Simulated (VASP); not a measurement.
Write the native input for VASP 6.6.1 that does the following.

```
Task                   : single point
Functional             : PBE
Potentials or basis    : VASP PAW PBE potentials, release 64 (Fe)
Cutoff                 : 520 eV
k mesh                 : 9 × 9 × 12
Occupations            : fermi-dirac, width 0.08 eV
Spin                   : collinear spin, ferromagnetic start
Starting moments       : [2.5, 2.5, 2.5] μB
Dipole correction      : no
Further INCAR settings : ALGO = Normal; EDIFF = 1e-06; NBANDS = 23
```

The structure of Fe lies in POSCAR:

```
Fe
1.0
    3.7006295173      0.0000000000      0.0000000000
   -1.8503147586      3.2048391719      0.0000000000
    0.0000000000      0.0000000000      2.2980683186
Fe
3
Direct
    0.0000000000      0.0000000000      0.0000000000
    0.3333333333      0.6666666667      0.5000000000
    0.6666666667      0.3333333333      0.5000000000
```

This isn't the form of Fe at room conditions, which is bcc.

One way to write it, as run:

INCAR

```
PREC = Accurate
ENCUT = 520
EDIFF = 1E-6
ISMEAR = -1
SIGMA = 0.08
LREAL = F
LASPH = T
NELM = 150
ALGO = Normal
ISIF = 2
LWAVE = F
LCHARG = T
ISPIN = 2
MAGMOM = 2.5 2.5 2.5
LORBIT = 11
LMAXMIX = 4
GGA = PE
LELF = T
LVHAR = T
NBANDS = 23
```

KPOINTS

```
Automatic mesh
0
Gamma
  9 9 12
```

Potentials or basis: VASP PAW PBE potentials, release 64 (Fe).

Command:

```bash
$ cat potpaw_PBE.64/Fe/POTCAR > POTCAR
$ mpirun -np 1 vasp_std > vasp.out
```

It gave:

The pressure is 53.0 GPa, the net moment is 1.03 μB per cell and the site moments are Fe -0.43, +0.72 (each value once) μB. The valence electrons inside the program's atomic spheres are Fe 7.78, 7.91 (each value once).

Caveat: the cell stands under pressure.

It took 84 s on 1 thread of AMD EPYC 9R45 96-Core Processor (Zen 5), with other jobs on the host, peak memory 0.17 GiB.
